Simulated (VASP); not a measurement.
# SiNi3 (Pm-3m) in VASP: notebook

Aim: see how the results for SiNi3 move with the level of theory and the settings. Levels: LDA, PBEsol+D3(BJ), PBE+D3(BJ). Tasks: single point.

All numbers are computed with VASP 6.6.1; they aren't measurements. Logs are shortened: lines on timing, memory, paths and dates and some standing lists are left out, and cuts for length are marked.

## (1) The cell of the first run

The structure is cubic, space group Pm-3m (No. 221). The conventional cell has a = 3.611 Å, b = 3.611 Å, c = 3.611 Å, α = 90.00°, β = 90.00°, γ = 90.00°. Within 3.4 Å of Ni (site symmetry 4/mmm) lie 8 Ni at 2.55 Å and 4 Si at 2.55 Å. Si (site symmetry m-3m) has 12 Ni at 2.55 Å within 3.4 Å.

## (2) Single point, LDA, collinear spin, ferromagnetic start (volume scaled by 1.06)

Input file INCAR:

```
SYSTEM = SiNi3
PREC = Accurate ; ENCUT = 520
EDIFF = 1E-6 ; ISMEAR = -1
SIGMA = 0.05 ; LREAL = .False.
LASPH = .True. ; NELM = 150
ALGO = Fast ; ISIF = 2
LWAVE = .False. ; LCHARG = .False.
ISPIN = 2 ; MAGMOM = 1 1 1 0
LORBIT = 11 ; LMAXMIX = 4
NBANDS = 29
```

Input file KPOINTS:

```
regular mesh
0
Gamma
  8 8 8
  0 0 0
```

Input file POSCAR:

```
SiNi3
1.0
    3.6114686170      0.0000000000      0.0000000000
    0.0000000000      3.6114686170      0.0000000000
    0.0000000000      0.0000000000      3.6114686170
Ni Si
3 1
Direct
    0.5000000000      0.5000000000      0.0000000000
    0.5000000000      0.0000000000      0.5000000000
    0.0000000000      0.5000000000      0.5000000000
    0.0000000000      0.0000000000      0.0000000000
```

Potentials or basis: VASP PAW LDA potentials, release 64 (Ni, Si).

The run is started by

```console
> cat potpaw_LDA.64/Ni/POTCAR potpaw_LDA.64/Si/POTCAR > POTCAR
> mpirun -np 1 vasp_std > vasp.out
```

OUTCAR:

```text
SYSTEM = SiNi3
   PREC = Accurate
   ENCUT = 520
   EDIFF = 1E-6
   ISMEAR = -1
   LREAL = .False.
   LASPH = .True.
   NELM = 150
   ISIF = 2
   ISPIN = 2
   LORBIT = 11

 ion  position               nearest neighbor table
   1  0.500  0.500  0.000-   2 2.55   3 2.55   4 2.55   2 2.55   3 2.55   2 2.55   4 2.55   2 2.55
                             3 2.55   4 2.55   3 2.55   4 2.55
   2  0.500  0.000  0.500-   1 2.55   3 2.55   4 2.55   1 2.55   4 2.55   1 2.55   3 2.55   1 2.55
                             3 2.55   4 2.55   4 2.55   3 2.55
   3  0.000  0.500  0.500-   1 2.55   2 2.55   4 2.55   1 2.55   4 2.55   2 2.55   4 2.55   4 2.55
                             1 2.55   2 2.55   1 2.55   2 2.55
   4  0.000  0.000  0.000-   1 2.55   2 2.55   3 2.55   2 2.55   3 2.55   1 2.55   3 2.55   3 2.55
                             1 2.55   2 2.55   2 2.55   1 2.55

  LATTYP: Found a simple cubic cell.
 ALAT       =     3.6114686170

  Lattice vectors:

 A1 = (   3.6114686170,   0.0000000000,   0.0000000000)
 A2 = (   0.0000000000,   3.6114686170,   0.0000000000)
 A3 = (   0.0000000000,   0.0000000000,   3.6114686170)

Analysis of symmetry for initial positions (statically):
=====================================================================
 Subroutine PRICEL returns:
 Original cell was already a primitive cell.

 Routine SETGRP: Setting up the symmetry group for a
 simple cubic supercell.

 Subroutine GETGRP returns: Found 48 space group operations
 (whereof 48 operations were pure point group operations)
 out of a pool of 48 trial point group operations.

The static configuration has the point symmetry O_h .

Analysis of symmetry for dynamics (positions and initial velocities):
=====================================================================
 Subroutine PRICEL returns:
 Original cell was already a primitive cell.

 Routine SETGRP: Setting up the symmetry group for a
 simple cubic supercell.

 Subroutine GETGRP returns: Found 48 space group operations
 (whereof 48 operations were pure point group operations)
 out of a pool of 48 trial point group operations.

The dynamic configuration has the point symmetry O_h .

Analysis of structural, dynamic, and magnetic symmetry:
=====================================================================
 Subroutine PRICEL returns:
 Original cell was already a primitive cell.

 Routine SETGRP: Setting up the symmetry group for a
 simple cubic supercell.

 Subroutine GETGRP returns: Found 48 space group operations
 (whereof 48 operations were pure point group operations)
 out of a pool of 48 trial point group operations.

The overall configuration has the point symmetry O_h .

 Subroutine INISYM returns: Found 48 space group operations
 (whereof 48 operations are pure point group operations),
 and found     1 'primitive' translations
[... 127 lines left out ...]
   IVDW    =     0    specifies the selected vdW correction
   LEPSILON=     F    determine dielectric tensor
   LRPA    =     F    only Hartree local field effects (RPA)
 spin polarized calculation
 RMM-DIIS sequential band-by-band and
  energy-cutoff  :      520.00
  volume of cell :       47.10
 maximum number of plane-waves:      1328
 NGX is ok and might be reduce to    28
   NGX = 13   NGY = 13   NGZ = 13

 number of electron      34.0000064 magnetization      -0.0212391

 number of electron      34.0000064 magnetization       0.0009857

 Free energy of the ion-electron system (eV)
  ---------------------------------------------------
  ext. energy  EPLUGINS =         0.00000000
  ---------------------------------------------------
  free energy    TOTEN  =       -27.25086277 eV

  energy without entropy =      -27.23232275  energy(sigma->0) =      -27.24159276

 E-fermi :   9.1432     XC(G=0): -12.8896

 val. band max:        9.0722362105   @ k =   0.1250   0.1250   0.0000
 cond. band min:       9.1512643905   @ k =   0.0000   0.0000   0.0000
 fundamental gap:      0.0790281800
 Fermi energy:         9.1432135720

 spin component 1

 k-point     1 :       0.0000    0.0000    0.0000
  band No.  band energies     occupation
      1      -2.0376      1.00000
      2       4.8121      1.00000
      3       5.5946      1.00000
      4       5.5946      1.00000
      5       6.0269      1.00000
      6       6.0269      1.00000
[... 757 lines left out ...]
     28      23.2618      0.00000
     29      25.2131      0.00000

 [... further k-points ...]

 spin component 2

 k-point     1 :       0.0000    0.0000    0.0000
  band No.  band energies     occupation
      1      -2.0376      1.00000
      2       4.8122      1.00000
      3       5.5948      1.00000
      4       5.5948      1.00000
      5       6.0272      1.00000
      6       6.0272      1.00000
[... 757 lines left out ...]
     28      23.2619      0.00000
     29      25.1993      0.00000

 [... further k-points ...]
[... 5 lines left out ...]
  --------------------------------------------------------------------------------------
  -------------------------------------------------------------------------------------
  Total       -8.1378019     -8.1378019     -8.1378019      0.0000000      0.0000000     -0.0000000
  in kB     -276.8000491   -276.8000491   -276.8000491      0.0000000      0.0000000     -0.0000000
  external PRESSURE =    -276.8000491 kB  Pullay stress =       0.0000000 kB

 VOLUME and BASIS-vectors are now :
 -----------------------------------------------------------------------------
  energy-cutoff  :      520.00
  volume of cell :       47.10
      direct lattice vectors                 reciprocal lattice vectors
     3.611468617  0.000000000  0.000000000     0.276895664  0.000000000  0.000000000
     0.000000000  3.611468617  0.000000000     0.000000000  0.276895664  0.000000000
     0.000000000  0.000000000  3.611468617     0.000000000  0.000000000  0.276895664

 POSITION                                       TOTAL-FORCE (eV/Angst)
 -----------------------------------------------------------------------------------
      1.80573      1.80573      0.00000         0.000000      0.000000      0.000000
      1.80573      0.00000      1.80573         0.000000      0.000000      0.000000
      0.00000      1.80573      1.80573         0.000000      0.000000      0.000000
      0.00000      0.00000      0.00000         0.000000      0.000000      0.000000
 -----------------------------------------------------------------------------------
    total drift:                                0.000000      0.000000      0.000000

  FREE ENERGIE OF THE ION-ELECTRON SYSTEM (eV)
  ---------------------------------------------------
  free  energy   TOTEN  =       -27.2508627665 eV

  energy  without entropy=      -27.2323227487  energy(sigma->0) =      -27.24159276

 total charge

# of ion       s       p       d       tot
------------------------------------------
    1        0.451   0.483   8.385   9.319
    2        0.451   0.483   8.385   9.319
    3        0.451   0.483   8.385   9.319
    4        0.739   0.771   0.000   1.510
--------------------------------------------------
tot          2.092   2.221  25.155  29.468

 magnetization (x)

# of ion       s       p       d       tot
------------------------------------------
    1       -0.000  -0.000   0.000   0.000
    2       -0.000  -0.000   0.000   0.000
    3       -0.000  -0.000   0.000   0.000
    4       -0.000  -0.000   0.000  -0.000
--------------------------------------------------
tot         -0.000  -0.000   0.001   0.001
```

Run time: 2.3 min. Hardware: 1 thread of AMD EPYC 7R13 (Zen 3), shared host; peak memory 0.16 GiB.

What came out:

```
Free energy                                           : -27.2509 eV
Pressure                                              : -27.7 GPa
Band gap on the k mesh                                : zero (filled and empty bands overlap)
Net moment                                            : 0.00 μB per cell
Valence electrons inside the program's atomic spheres : Ni 9.32; Si 1.51
```

Levels at points of the mesh, in eV from the Fermi level:
Spin up:
| k point | band 15 | band 16 | band 17 | band 18 | band 19 | band 20 |
| --- | --- | --- | --- | --- | --- | --- |
| (0.00, 0.00, 0.00) | -0.53 | -0.26 | 0.01 | 0.01 | 0.01 | 3.99 |
| (0.50, 0.00, 0.00) | -1.01 | -0.48 | 0.01 | 3.30 | 3.30 | 4.48 |
| (0.50, 0.50, 0.00) | -0.99 | -0.89 | -0.85 | 0.58 | 0.58 | 5.09 |
| (0.50, 0.50, 0.50) | -1.10 | -0.20 | -0.20 | -0.20 | -0.18 | 0.85 |
Spin down:
```tsv
k point	band 13	band 14	band 15	band 16	band 17	band 18	band 19	band 20	band 21	band 22
(0.00, 0.00, 0.00)	-0.73	-0.53	-0.53	-0.26	0.01	0.01	0.01	3.99	5.97	5.97
(0.50, 0.00, 0.00)	-1.17	-1.11	-1.01	-0.48	0.01	3.30	3.30	4.48	5.09	5.09
(0.50, 0.50, 0.00)	-1.25	-1.23	-0.99	-0.89	-0.85	0.58	0.58	5.09	5.92	7.39
(0.50, 0.50, 0.50)	-1.24	-1.10	-1.10	-0.19	-0.19	-0.19	-0.18	0.85	3.65	3.65
```

Caveat: the cell differs from its parent crystal (volume scaled by 1.06).

## (3) Single point, PBEsol+D3(BJ), collinear spin, ferromagnetic start

This run uses another cell than the first one, of 10.06 Å³/atom, 0.855 times its volume.

Input file INCAR:

```
PREC = Accurate
ENCUT = 520
EDIFF = 1E-6
ISMEAR = -1
SIGMA = 0.05
LREAL = False
LASPH = True
NELM = 150
ALGO = Normal
ISIF = 2
LWAVE = False
LCHARG = False
ISPIN = 2
MAGMOM = 1 1 1 0
LORBIT = 11
LMAXMIX = 4
GGA = PS
IVDW = 12
NBANDS = 29
```

Input file KPOINTS:

```
Automatic mesh
0
Gamma
  8 8 8
```

Input file POSCAR:

```
SiNi3
1.0
    3.4272584433      0.0000000000      0.0000000000
    0.0000000000      3.4272584433      0.0000000000
    0.0000000000      0.0000000000      3.4272584433
Ni Si
3 1
Direct
    0.5000000000      0.5000000000      0.0000000000
    0.5000000000      0.0000000000      0.5000000000
    0.0000000000      0.5000000000      0.5000000000
    0.0000000000      0.0000000000      0.0000000000
```

Potentials or basis: VASP PAW PBE potentials, release 64 (Ni, Si).

The run is started by

```console
> cat potpaw_PBE.64/Ni/POTCAR potpaw_PBE.64/Si/POTCAR > POTCAR
> mpirun -np 1 vasp_std > vasp.out
```

Run time: 68 s. Hardware: 1 thread of Intel Xeon 6975P-C, shared host; peak memory 0.22 GiB.

It converged, with:

* Free energy: -28.1585 eV
* Pressure: 0.2 GPa
* Band gap on the k mesh: zero (filled and empty bands overlap)
* Net moment: 0.00 μB per cell
* Valence electrons inside the program's atomic spheres: Ni 9.63; Si 1.59
* Dispersion energy per atom: -0.472 eV

Levels at points of the mesh, in eV from the Fermi level:
Spin up:
```tsv
k point	band 13	band 14	band 15	band 16	band 17	band 18	band 19	band 20	band 21	band 22
(0.00, 0.00, 0.00)	-0.96	-0.67	-0.67	-0.31	0.04	0.04	0.04	5.50	6.66	6.66
(0.50, 0.00, 0.00)	-1.45	-1.42	-1.26	-0.60	0.04	3.90	3.90	5.42	5.42	5.72
(0.50, 0.50, 0.00)	-1.58	-1.57	-1.22	-1.12	-1.05	0.73	0.73	6.06	6.68	7.92
(0.50, 0.50, 0.50)	-1.59	-1.37	-1.37	-0.58	-0.22	-0.22	-0.22	1.54	4.31	4.31
```
Spin down:
| k point | band 14 | band 15 | band 16 | band 17 | band 18 | band 19 | band 20 | band 21 |
| --- | --- | --- | --- | --- | --- | --- | --- | --- |
| (0.00, 0.00, 0.00) | -0.67 | -0.67 | -0.31 | 0.04 | 0.04 | 0.04 | 5.50 | 6.66 |
| (0.50, 0.00, 0.00) | -1.42 | -1.26 | -0.60 | 0.04 | 3.90 | 3.90 | 5.42 | 5.42 |
| (0.50, 0.50, 0.00) | -1.57 | -1.22 | -1.12 | -1.05 | 0.73 | 0.73 | 6.06 | 6.68 |
| (0.50, 0.50, 0.50) | -1.37 | -1.37 | -0.58 | -0.22 | -0.22 | -0.22 | 1.54 | 4.31 |

Caveat: the PAW data sets were made with another functional, which shifts forces and pressure a little; pairwise dispersion overbinds metals, which lowers pressure and volume.

## (4) Single point, PBE+D3(BJ), collinear spin, ferromagnetic start

This run uses another cell than the first one, of 10.40 Å³/atom, 0.884 times its volume.

INCAR: that of step 3 with these lines changed.

```diff
@@ -8,3 +8,3 @@
 NELM = 150
-ALGO = Normal
+ALGO = Fast
 ISIF = 2
@@ -16,3 +16,3 @@
 LMAXMIX = 4
-GGA = PS
+GGA = PE
 IVDW = 12
```

KPOINTS is that of step 3.

Input file POSCAR:

```
SiNi3
1.0
    3.4654470810      0.0000000000      0.0000000000
    0.0000000000      3.4654470810      0.0000000000
    0.0000000000      0.0000000000      3.4654470810
Ni Si
3 1
Direct
    0.5000000000      0.5000000000      0.0000000000
    0.5000000000      0.0000000000      0.5000000000
    0.0000000000      0.5000000000      0.5000000000
    0.0000000000      0.0000000000      0.0000000000
```

The run is started by

```console
> cat potpaw_PBE.64/Ni/POTCAR potpaw_PBE.64/Si/POTCAR > POTCAR
> mpirun -np 1 vasp_std > vasp.out
```

Wall time 73 s (1 thread of Intel Xeon 6975P-C, shared host); peak memory 0.22 GiB.

It converged, with:

```
Free energy                                           : -25.6999 eV
Pressure                                              : -0.1 GPa
Band gap on the k mesh                                : zero (filled and empty bands overlap)
Net moment                                            : 0.00 μB per cell
Valence electrons inside the program's atomic spheres : Ni 9.54; Si 1.57
Dispersion energy per atom                            : -0.512 eV
```

Levels at points of the mesh, in eV from the Fermi level:
Spin up:
```csv
k point,band 15,band 16,band 17,band 18,band 19,band 20
"(0.00, 0.00, 0.00)",-0.66,-0.31,0.03,0.03,0.03,5.16
"(0.50, 0.00, 0.00)",-1.20,-0.59,0.04,3.74,3.74,5.35
"(0.50, 0.50, 0.00)",-1.17,-1.07,-1.00,0.69,0.69,5.81
"(0.50, 0.50, 0.50)",-1.31,-0.46,-0.22,-0.22,-0.22,1.36
```
Spin down:
| k point | band 15 | band 16 | band 17 | band 18 | band 19 | band 20 |
| --- | --- | --- | --- | --- | --- | --- |
| (0.00, 0.00, 0.00) | -0.66 | -0.31 | 0.03 | 0.03 | 0.03 | 5.16 |
| (0.50, 0.00, 0.00) | -1.20 | -0.59 | 0.04 | 3.74 | 3.74 | 5.35 |
| (0.50, 0.50, 0.00) | -1.17 | -1.06 | -1.00 | 0.69 | 0.69 | 5.81 |
| (0.50, 0.50, 0.50) | -1.31 | -0.46 | -0.22 | -0.22 | -0.22 | 1.36 |

Caveat: pairwise dispersion overbinds metals, which lowers pressure and volume.

## (5) Overview

| level | potentials or basis | cell | gap on the mesh (eV) | pressure (GPa) | moment (μB) |
| --- | --- | --- | --- | --- | --- |
| LDA | VASP PAW LDA potentials, release 64 (Ni, Si) | a = 3.611 Å, 4 atoms | none | -27.7 | 0.00 |
| PBEsol+D3(BJ) | VASP PAW PBE potentials, release 64 (Ni, Si) | a = 3.427 Å, 4 atoms | none | 0.2 | 0.00 |
| PBE+D3(BJ) | VASP PAW PBE potentials, release 64 (Ni, Si) | a = 3.465 Å, 4 atoms | none | -0.1 | 0.00 |

Alike in all rows: task single point; spin collinear, ferromagnetic start; k mesh 8 × 8 × 8; cutoff (eV) 520; smearing fermi-dirac 0.05 eV.

Caveats: pairwise dispersion overbinds metals, which lowers pressure and volume (some runs); the PAW data sets were made with another functional, which shifts forces and pressure a little (some runs).

Absolute energies hang on the potentials; compare differences alone.
